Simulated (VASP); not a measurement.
Runs of VASP 6.6.1 on SiO2. The structure is that of space group I-42d (No. 122), or close to it. The cells are those of the table. 

```tsv
cell	gap on the mesh (eV)	pressure (GPa)	largest force (eV/Å)
a = 4.960 Å, angles 121.4, 121.4, 87.6°, 6 atoms	6.20	14.6	(a)
a = 5.097 Å, angles 121.4, 121.4, 87.6°, 6 atoms	5.78	(b)	0.04
a = 5.163 Å, angles 121.4, 121.4, 87.6°, 6 atoms	5.54	-6.1	0.42
a = 5.130 Å, angles 121.4, 121.4, 87.6°, 6 atoms	5.66	-3.4	0.24
a = 4.995 Å, angles 121.4, 121.4, 87.6°, 6 atoms	6.10	(d)	0.66
a = 5.063 Å, angles 121.4, 121.4, 87.6°, 6 atoms	5.89	2.7	(c)
a = 5.029 Å, angles 121.4, 121.4, 87.6°, 6 atoms	6.00	6.3	0.40
```

Alike in all rows: task single point; level PBEsol; potentials or basis VASP PAW PBE potentials, release 64 (Si, O); no spin polarisation; k mesh 8 × 8 × 8; cutoff (eV) 520; smearing fermi-dirac 0.05 eV.

Task: Estimate the missing entries.

Result: (a) 0.93; (b) -0.5; (c) 0.17; (d) 10.3.

Caveats: the PAW data sets were made with another functional, which shifts forces and pressure a little.

A k mesh can miss the band edges.
